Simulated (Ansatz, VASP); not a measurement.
**MoS2 in VASP and in Ansatz**

```xyz
3
Lattice="3.1368 0.0000 0.0000 -1.5684 2.7166 0.0000 0.0000 0.0000 20.2167" Properties=species:S:1:pos:R:3 pbc="T T T"
S     0.0000    0.0000    8.5035
S     0.0000    1.8111   11.7131
Mo    1.5684    0.9055   10.1083
```

Alike in both runs: functional PBE; dispersion D3(BJ); k mesh 9 × 9 × 1; occupations gaussian, width 0.05 eV; no spin polarisation.

Ansatz relaxed the structure, and its values are those at the end. VASP's run is a single point on that final structure, the one shown.

|  | VASP | Ansatz |
| --- | --- | --- |
| version | VASP 6.6.1 | Ansatz 0.2.0 |
| potentials or method | VASP PAW PBE potentials, release 64 (S, Mo_sv), cutoff 520 eV | scalar-relativistic, plane waves, PAW |
| valence electrons in the cell | 26 | 26 |

Ansatz gave:

* gap on the k mesh at the Fermi level (eV): none
* rms of the force components (eV/Å): 0.002
* work function, face that differs most (eV): 5.12

Question: Estimate VASP's values.

Answer: gap on the k mesh at the Fermi level (eV): none; rms of the force components (eV/Å): 0.003; work function, face that differs most (eV): 5.10.

A gap of «none» marks a metal or a gap that the smearing closes.
